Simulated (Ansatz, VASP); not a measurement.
## One calculation of Zr3N2, two programs

POSCAR

```
Zr3N2
1.0
    2.8251241387      1.6310861820      5.2359669055
   -2.8251241387      1.6310861820      5.2359669055
    0.0000000000     -3.2621723640      5.2359669055
Zr N
6 4
Direct
    0.4247981300      0.0752018700      0.7500000000
    0.0752018700      0.7500000000      0.4247981300
    0.7500000000      0.4247981300      0.0752018700
    0.2500000000      0.5752018700      0.9247981300
    0.9247981200      0.2500000000      0.5752018700
    0.5752018700      0.9247981300      0.2500000000
    0.3385208000      0.3385208000      0.3385208000
    0.1614792000      0.1614792000      0.1614792000
    0.8385208000      0.8385208000      0.8385208000
    0.6614792000      0.6614792000      0.6614792000
```

Contents of INCAR.step1:

```
SYSTEM = Zr3N2
PREC = Accurate ; ENCUT = 520
ISMEAR = 0 ; SIGMA = 0.1
LREAL = .FALSE. ; LASPH = .TRUE.
NELM = 60 ; NBANDS = 57
GGA = PE ; ALGO = Normal
EDIFF = 1E-4 ; LWAVE = .TRUE.
LCHARG = .FALSE.
```

INCAR.step2

```
SYSTEM = Zr3N2
PREC = Accurate ; ENCUT = 520
EDIFF = 1E-6 ; ISMEAR = 0
SIGMA = 0.1 ; LREAL = .FALSE.
LASPH = .TRUE. ; NELM = 60
ALGO = Normal ; ISIF = 2
LWAVE = .FALSE. ; LCHARG = .TRUE.
METAGGA = R2SCAN ; LMIXTAU = .TRUE.
LELF = .TRUE. ; LVHAR = .TRUE.
NBANDS = 57 ; ISTART = 1
```

Contents of KPOINTS:

```
regular mesh
0
G
  6 6 6
  0 0 0
```

Input for Ansatz:

```yaml
crystal:
  lattice:
    - [2.8251241387, 1.631086182, 5.2359669055]
    - [-2.8251241387, 1.631086182, 5.2359669055]
    - [0.0, -3.262172364, 5.2359669055]
  atoms:
    - { symbol: Zr, position: [0.42479813, 0.07520187, 0.75] }
    - { symbol: Zr, position: [0.07520187, 0.75, 0.42479813] }
    - { symbol: Zr, position: [0.75, 0.42479813, 0.07520187] }
    - { symbol: Zr, position: [0.25, 0.57520187, 0.92479813] }
    - { symbol: Zr, position: [0.92479812, 0.25, 0.57520187] }
    - { symbol: Zr, position: [0.57520187, 0.92479813, 0.25] }
    - { symbol: "N", position: [0.3385208, 0.3385208, 0.3385208] }
    - { symbol: "N", position: [0.1614792, 0.1614792, 0.1614792] }
    - { symbol: "N", position: [0.8385208, 0.8385208, 0.8385208] }
    - { symbol: "N", position: [0.6614792, 0.6614792, 0.6614792] }
basis:
  ecutwfc: 500
kpoints:
  mp_grid: { grid: [6, 6, 6] }
hamiltonian:
  xc: r2scan
scf:
  occupations: { method: gaussian, width: 0.1 }
output:
  forces: true
  stress: true
  eigenvalues: true
```

Alike in both runs: task single point; functional r2SCAN; k mesh 6 × 6 × 6; occupations gaussian, width 0.1 eV; no spin polarisation.

|  | VASP | Ansatz |
| --- | --- | --- |
| version | VASP 6.6.1 | Ansatz 0.2.0 |
| potentials or method | VASP PAW PBE potentials, release 64 (Zr_sv, N), cutoff 520 eV | scalar-relativistic, plane waves, PAW |
| valence electrons in the cell | 92 | 92 |

Ansatz gave:

```
gap on the k mesh at the Fermi level (eV)                     : none
pressure (GPa)                                                : -0.2
traceless stress, the component that is largest in VASP (GPa) : 0.14
rms of the force components (eV/Å)                            : 0.004
```

Q: Which values does VASP return?

A: gap on the k mesh at the Fermi level (eV): none; pressure (GPa): 0.0; traceless stress, the component that is largest in VASP (GPa): 0.13; rms of the force components (eV/Å): 0.002.

VASP's potentials were made for PBE, not for r2SCAN. Atom by atom the forces differ by 0.003 eV/Å (rms over components). A gap of «none» marks a metal or a gap that the smearing closes.
